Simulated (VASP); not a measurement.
# AgCl (Chlorargyrite) in VASP: further runs

AgCl (Chlorargyrite) is run at these levels: r2SCAN+D4; tasks: single point.

Program: VASP 6.6.1. These are calculated values, not measurements. Logs are shortened: lines on timing, memory, paths and dates and some standing lists are left out, and cuts for length are marked.

**1. The cell of the first run**

It takes space group Fm-3m (No. 225, cubic). Conventional cell: a = 5.470 Å, b = 5.470 Å, c = 5.470 Å, α = 90.00°, β = 90.00°, γ = 90.00°. Within 3.6 Å of Ag (site symmetry m-3m) lie 6 Cl at 2.73 Å. Cl (site symmetry m-3m) has 6 Ag at 2.73 Å within 3.6 Å.

**2. Single point, r2SCAN+D4**

The input, POSCAR:

```
AgCl
1.0
    0.0000000000      2.7350000000      2.7350000000
    2.7350000000      0.0000000000      2.7350000000
    2.7350000000      2.7350000000      0.0000000000
Ag Cl
1 1
Direct
    0.0000000000      0.0000000000      0.0000000000
    0.5000000000      0.5000000000      0.5000000000
```

The input, INCAR.step1:

```
PREC = Accurate
ENCUT = 520
ISMEAR = 0
SIGMA = 0.01
LREAL = F
LASPH = T
NELM = 100
NBANDS = 16
GGA = PE
ALGO = Normal
EDIFF = 1E-4
LWAVE = T
LCHARG = F
```

The input, INCAR.step2:

```
PREC = Accurate
ENCUT = 520
EDIFF = 1E-7
ISMEAR = 0
SIGMA = 0.01
LREAL = F
LASPH = T
NELM = 100
ALGO = Normal
ISIF = 2
LWAVE = F
LCHARG = F
METAGGA = R2SCAN
LMIXTAU = T
IVDW = 13
VDW_S6 = 1.0
VDW_S8 = 0.6018749
VDW_A1 = 0.51559235
VDW_A2 = 5.77342911
NBANDS = 16
ISTART = 1
```

The input, KPOINTS:

```
regular mesh
0
Gamma
  3 3 3
```

Potentials or basis: VASP PAW PBE potentials, release 64 (Ag, Cl).

Launch:

```
> cat potpaw_PBE.64/Ag/POTCAR potpaw_PBE.64/Cl/POTCAR > POTCAR
> cp INCAR.step1 INCAR
> mpirun -np 1 vasp_std > vasp.out
> cp INCAR.step2 INCAR
> mpirun -np 1 vasp_std > vasp.out
```

OUTCAR:

```text
PREC = Accurate
   ENCUT = 520
   EDIFF = 1E-7
   ISMEAR = 0
   LREAL = F
   LASPH = T
   NELM = 100
   ISIF = 2
   METAGGA = R2SCAN
   IVDW = 13
   ISTART = 1

 ion  position               nearest neighbor table
   1  0.000  0.000  0.000-   2 2.73   2 2.73   2 2.73   2 2.73   2 2.73   2 2.73
   2  0.500  0.500  0.500-   1 2.73   1 2.73   1 2.73   1 2.73   1 2.73   1 2.73

  LATTYP: Found a face centered cubic cell.
 ALAT       =     5.4700000000

  Lattice vectors:

 A1 = (   0.0000000000,   2.7350000000,   2.7350000000)
 A2 = (   2.7350000000,   0.0000000000,   2.7350000000)
 A3 = (   2.7350000000,   2.7350000000,   0.0000000000)

Analysis of symmetry for initial positions (statically):
=====================================================================
 Subroutine PRICEL returns:
 Original cell was already a primitive cell.

 Routine SETGRP: Setting up the symmetry group for a
 face centered cubic supercell.

 Subroutine GETGRP returns: Found 48 space group operations
 (whereof 48 operations were pure point group operations)
 out of a pool of 48 trial point group operations.

The static configuration has the point symmetry O_h .

Analysis of symmetry for dynamics (positions and initial velocities):
=====================================================================
 Subroutine PRICEL returns:
 Original cell was already a primitive cell.

 Routine SETGRP: Setting up the symmetry group for a
 face centered cubic supercell.

 Subroutine GETGRP returns: Found 48 space group operations
 (whereof 48 operations were pure point group operations)
 out of a pool of 48 trial point group operations.

The dynamic configuration has the point symmetry O_h .

 Subroutine INISYM returns: Found 48 space group operations
 (whereof 48 operations are pure point group operations),
 and found     1 'primitive' translations

----------------------------------------------------------------------------------------

                                     Primitive cell

  volume of cell :      40.9168

  direct lattice vectors                    reciprocal lattice vectors
     0.000000000  2.735000000  2.735000000    -0.182815356  0.182815356  0.182815356
     2.735000000  0.000000000  2.735000000     0.182815356 -0.182815356  0.182815356
     2.735000000  2.735000000  0.000000000     0.182815356  0.182815356 -0.182815356

  length of vectors
     3.867874093  3.867874093  3.867874093     0.316645486  0.316645486  0.316645486

  position of ions in fractional coordinates (direct lattice)
     0.000000000  0.000000000  0.000000000
     0.500000000  0.500000000  0.500000000

  ion indices of the primitive-cell ions
   primitive index   ion index
                 1           1
                 2           2

----------------------------------------------------------------------------------------

 KPOINTS: regular mesh

Automatic generation of k-mesh.
 Grid dimensions read from file:
 generate k-points for:    3    3    3

 Generating k-lattice:

  Cartesian coordinates                     Fractional coordinates (reciprocal lattice)
    -0.060938452  0.060938452  0.060938452     0.333333333  0.000000000  0.000000000
     0.060938452 -0.060938452  0.060938452     0.000000000  0.333333333  0.000000000
     0.060938452  0.060938452 -0.060938452     0.000000000  0.000000000  0.333333333

  Length of vectors
     0.105548495  0.105548495  0.105548495

  Shift w.r.t. Gamma in fractional coordinates (k-lattice)
     0.000000000  0.000000000  0.000000000

 Subroutine IBZKPT returns following result:
 ===========================================

 Found      4 irreducible k-points:

 Following reciprocal coordinates:
            Coordinates               Weight
  0.000000  0.000000  0.000000      1.000000
  0.333333  0.000000  0.000000      8.000000
  0.333333  0.333333  0.000000      6.000000
 -0.333333  0.333333  0.000000     12.000000
   k-points           NKPTS =      4   k-points in BZ     NKDIM =      4   number of bands    NBANDS=     16
   number of dos      NEDOS =    301   number of ions     NIONS =      2
   total plane-waves  NPLWV =  27000
   dimension x,y,z NGX =    30 NGY =   30 NGZ =   30
   dimension x,y,z NGXF=    60 NGYF=   60 NGZF=   60
   ions per type =               1   1
   NGX,Y,Z   is equivalent  to a cutoff of  12.89, 12.89, 12.89 a.u.
   NGXF,Y,Z  is equivalent  to a cutoff of  25.79, 25.79, 25.79 a.u.
 SYSTEM =  unknown system
   PREC   = accura    normal or accurate (medium, high low for compatibility)
   ISTART =      1    job   : 0-new  1-cont  2-samecut
   ICHARG =      0    charge: 1-file 2-atom 10-const
   ISPIN  =      1    spin polarized calculation?
   LNONCOLLINEAR =      F non collinear calculations
   LSORBIT =      F    spin-orbit coupling
   LASPH  =      T    aspherical Exc in radial PAW
   ENCUT  =  520.0 eV  38.22 Ry    6.18 a.u.   7.19  7.19  7.19*2*pi/ulx,y,z
   NELM   =    100;   NELMIN=  2; NELMDL=  0     # of ELM steps
   EDIFF  = 0.1E-06   stopping-criterion for ELM
   LREAL  =      F    real-space projection
   EDIFFG = 0.1E-05   stopping-criterion for IOM
   NSW    =      0    number of steps for IOM
   IBRION =     -1    ionic relax: 0-MD 1-quasi-New 2-CG
   NFREE  =      0    steps in history (QN), initial steepest desc. (CG)
   ISIF   =      2    stress and relaxation
   ISYM   =      2    0-nonsym 1-usesym 2-fastsym
   POTIM  = 0.5000    time-step for ionic-motion
   TEBEG  =    0.0;   TEEND  =   0.0 temperature during run
   PSTRESS=    0.0 pullay stress
   NELECT =      18.0000    total number of electrons
   NUPDOWN=      -1.0000    fix difference up-down
   EMIN   =  10.00;   EMAX   =-10.00  energy-range for DOS
   EFERMI =   0.00;   METHOD = LEGACY
   ISMEAR =     0;   SIGMA  =   0.01  broadening in eV -4-tet -1-fermi 0-gaus
   EFERMI_NEDOS =   21; number of points for ismear=-14 and -15
   IALGO  =     38    algorithm
   IMIX   =      4    mixing-type and parameters
     AMIX     =   0.40;   BMIX     =  1.00
     AMIX_MAG =   1.60;   BMIX_MAG =  1.00
  volume/ion in A,a.u.               =      20.46       138.06
  Fermi-wavevector in a.u.,A,eV,Ry     =   1.245083  2.352866 21.092186  1.550232
  Thomas-Fermi vector in A             =   2.379321
   LORBIT       =      0    0 simple, 1 ext, 2 COOP (PROOUT), +10 PAW based schemes
   METAGGA = R2SCAN    functional components
   LHFCALC =     F    Hartree Fock is set to
   AEXX    =    0.0000 exact exchange contribution
   IVDW    =    13    specifies the selected vdW correction
   LEPSILON=     F    determine dielectric tensor
   LRPA    =     F    only Hartree local field effects (RPA)
 non-spin polarized calculation
 Gauss-broadening in eV      SIGMA  =   0.01
  energy-cutoff  :      520.00
  volume of cell :       40.92
 maximum number of plane-waves:      1113
 NGX is ok and might be reduce to    30
   NGX = 15   NGY = 15   NGZ = 15

 number of electron      18.0000002 magnetization

 Free energy of the ion-electron system (eV)
  ---------------------------------------------------
  ext. energy  EPLUGINS =         0.00000000
  ---------------------------------------------------
  free energy    TOTEN  =       -28.57648597 eV

  energy without entropy =      -28.57648597  energy(sigma->0) =      -28.57648597

 E-fermi :   3.7756     XC(G=0): -10.7324

 val. band max:        3.6769874731   @ k =   0.3333   0.0000   0.0000
 cond. band min:       5.5184860264   @ k =   0.0000   0.0000   0.0000
 fundamental gap:      1.8414985533
 Fermi energy:         3.7755571075

 k-point     1 :       0.0000    0.0000    0.0000
  band No.  band energies     occupation
      1     -11.9809      2.00000
      2       1.4648      2.00000
      3       1.4648      2.00000
      4       1.4648      2.00000
      5       1.4959      2.00000
      6       1.4959      2.00000
      7       1.4959      2.00000
      8       1.5186      2.00000
      9       1.5186      2.00000
     10       5.5185      0.00000
     11      15.4171      0.00000
     12      15.4171      0.00000
     13      15.4171      0.00000
     14      16.8091      0.00000
     15      18.5574      0.00000
     16      18.5574      0.00000

 k-point     2 :       0.3333    0.0000    0.0000
  band No.  band energies     occupation
      1     -11.6185      2.00000
      2      -1.0519      2.00000
      3      -0.2180      2.00000
      4      -0.2180      2.00000
      5       1.7625      2.00000
      6       1.7625      2.00000
      7       2.0729      2.00000
      8       3.6770      2.00000
      9       3.6770      2.00000
     10       8.3051      0.00000
     11      11.7279      0.00000
     12      13.0452      0.00000
     13      13.0452      0.00000
     14      17.5557      0.00000
     15      17.5557      0.00000
     16      17.5679      0.00000

 k-point     3 :       0.3333    0.3333    0.0000
  band No.  band energies     occupation
      1     -11.5782      2.00000
      2      -0.9193      2.00000
      3       0.6730      2.00000
      4       0.6730      2.00000
      5       1.1948      2.00000
      6       1.6707      2.00000
      7       2.1499      2.00000
      8       2.1499      2.00000
      9       2.6359      2.00000
     10       7.8509      0.00000
     11      12.2829      0.00000
     12      12.7293      0.00000
     13      15.4100      0.00000
     14      15.4100      0.00000
     15      19.7820      0.00000
     16      21.4309      0.00000

 k-point     4 :      -0.3333    0.3333    0.0000
  band No.  band energies     occupation
      1     -11.4466      2.00000
      2      -0.8739      2.00000
      3      -0.3683      2.00000
      4      -0.2595      2.00000
      5       1.7485      2.00000
      6       1.8812      2.00000
      7       2.1807      2.00000
      8       2.3933      2.00000
      9       3.4573      2.00000
     10       8.9736      0.00000
     11      11.2349      0.00000
     12      12.5381      0.00000
     13      13.9631      0.00000
     14      17.1630      0.00000
     15      17.7414      0.00000
     16      21.3989      0.00000

------------------------ aborting loop because EDIFF is reached ----------------------------------------

  DFT-D4 for vdW energy calculation

  Edisp (eV):   -0.25711

  FORCE on cell =-STRESS in cart. coord.  units (eV):
  Direction    XX          YY          ZZ          XY          YZ          ZX
  --------------------------------------------------------------------------------------
  -------------------------------------------------------------------------------------
  Total       0.45536     0.45536     0.45536    -0.00000     0.00000     0.00000
  in kB      17.83032    17.83032    17.83032    -0.00000     0.00000     0.00000
  external pressure =       17.83 kB  Pullay stress =        0.00 kB

 VOLUME and BASIS-vectors are now :
 -----------------------------------------------------------------------------
  energy-cutoff  :      520.00
  volume of cell :       40.92
      direct lattice vectors                 reciprocal lattice vectors
     0.000000000  2.735000000  2.735000000    -0.182815356  0.182815356  0.182815356
     2.735000000  0.000000000  2.735000000     0.182815356 -0.182815356  0.182815356
     2.735000000  2.735000000  0.000000000     0.182815356  0.182815356 -0.182815356

 POSITION                                       TOTAL-FORCE (eV/Angst)
 -----------------------------------------------------------------------------------
      0.00000      0.00000      0.00000         0.000000      0.000000      0.000000
      2.73500      2.73500      2.73500         0.000000      0.000000      0.000000
 -----------------------------------------------------------------------------------
    total drift:                               -0.000000      0.000000      0.000000

  FREE ENERGIE OF THE ION-ELECTRON SYSTEM (eV)
  ---------------------------------------------------
  free  energy   TOTEN  =       -28.8335966046 eV

  energy  without entropy=      -28.8335966046  energy(sigma->0) =      -28.83359660
```

It took 22 s on 1 thread of Intel Xeon Platinum 8488C (Sapphire Rapids), shared host; peak memory 0.17 GiB.

Results:

```yaml
Free_energy: -28.8336 eV
Pressure: 1.8 GPa
Band_gap_on_the_k_mesh: 1.84 eV, indirect (least direct gap 4.00 eV)
Dispersion_energy_per_atom: -0.129 eV
```

Caveat: the k points lie up to 0.66 Å⁻¹ apart; the PAW data sets were made with another functional, which shifts forces and pressure a little. r2SCAN opens gaps a little over a GGA but as a rule still falls short of measured ones.

(Part 1 of 2 ends here.)
